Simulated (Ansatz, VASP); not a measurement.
**Au: VASP beside Ansatz**

```
Au
1.0
     2.92252    0.00000    0.00000
    -1.46126    2.53098    0.00000
     0.00000    0.00000    4.88487
Au
2
Direct
  0.33333 0.66667 0.25000
  0.66667 0.33333 0.75000
```

Alike in both runs: functional PBE; k mesh 12 × 12 × 6; occupations gaussian, width 0.1 eV; no spin polarisation.

Ansatz relaxed the structure, and its values are those at the end. VASP's run is a single point on that final structure, the one shown.

|  | VASP | Ansatz |
| --- | --- | --- |
| version | VASP 6.6.1 | Ansatz 0.2.0 |
| potentials or method | VASP PAW PBE potentials, release 64 (Au), cutoff 520 eV | scalar-relativistic, plane waves, PAW |
| valence electrons in the cell | 22 | 38 |

Ansatz gave:

```
gap on the k mesh at the Fermi level (eV) : none
pressure (GPa)                            : -0.2
```

Problem. Which values does VASP return?

Solution. gap on the k mesh at the Fermi level (eV): none; pressure (GPa): -0.4.

A gap of «none» marks a metal or a gap that the smearing closes. VASP's potentials hold 22 valence electrons a cell and Ansatz's 38, so a difference there can come from the potentials and not from the codes.

Neither program's run includes spin-orbit coupling.
